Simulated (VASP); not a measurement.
Input of a VASP 6.6.1 run:

File POSCAR:

```
SiNi2
1.0
    3.8355532778      0.0000000000      0.0000000000
   -1.9177766389      3.3216865762      0.0000000000
    0.0000000000      0.0000000000      4.8640892663
Si Ni
2 4
Direct
    0.3333333333      0.6666666667      0.7500000000
    0.6666666667      0.3333333333      0.2500000000
    0.0000000000      0.0000000000      0.0000000000
    0.0000000000      0.0000000000      0.5000000000
    0.3333333333      0.6666666667      0.2500000000
    0.6666666667      0.3333333333      0.7500000000
```

INCAR.step1

```
  PREC = Accurate
  ENCUT = 520
  ISMEAR = 0
  SIGMA = 0.1
  LREAL = F
  LASPH = T
  NELM = 80
  NBANDS = 33
  GGA = PE
  ALGO = Normal
  EDIFF = 1E-4
  LWAVE = T
  LCHARG = F
```

The input INCAR.step2:

```
  PREC = Accurate
  ENCUT = 520
  EDIFF = 1E-6
  ISMEAR = 0
  SIGMA = 0.1
  LREAL = F
  LASPH = T
  NELM = 80
  ALGO = Normal
  ISIF = 2
  LWAVE = F
  LCHARG = F
  METAGGA = R2SCAN
  LMIXTAU = T
  NBANDS = 33
  ISTART = 1
```

KPOINTS

```
regular mesh
0
Gamma
  12 12 8
```

Potentials or basis: VASP PAW PBE potentials, release 64 (Si, Ni).

Run with:

```sh
$ cat potpaw_PBE.64/Si/POTCAR potpaw_PBE.64/Ni/POTCAR > POTCAR
$ cp INCAR.step1 INCAR
$ mpirun -np 1 vasp_std > vasp.out
$ cp INCAR.step2 INCAR
$ mpirun -np 1 vasp_std > vasp.out
```

**Question.** What does it give for the band gap on the k mesh?

**Answer.** Zero (bands 24 and 25 overlap by 3.79 eV).

**Question.** Predict the pressure.

**Answer.** 7.7 GPa.

Stress tensor (GPa, compression positive):
```
7.70 0.00 0.00
0.00 7.70 0.00
0.00 0.00 7.61
```

Caveat: the cell stands under pressure; the PAW data sets were made with another functional, which shifts forces and pressure a little. Spin polarisation is off, so any magnetic state and its effect on volume and gap are missing.
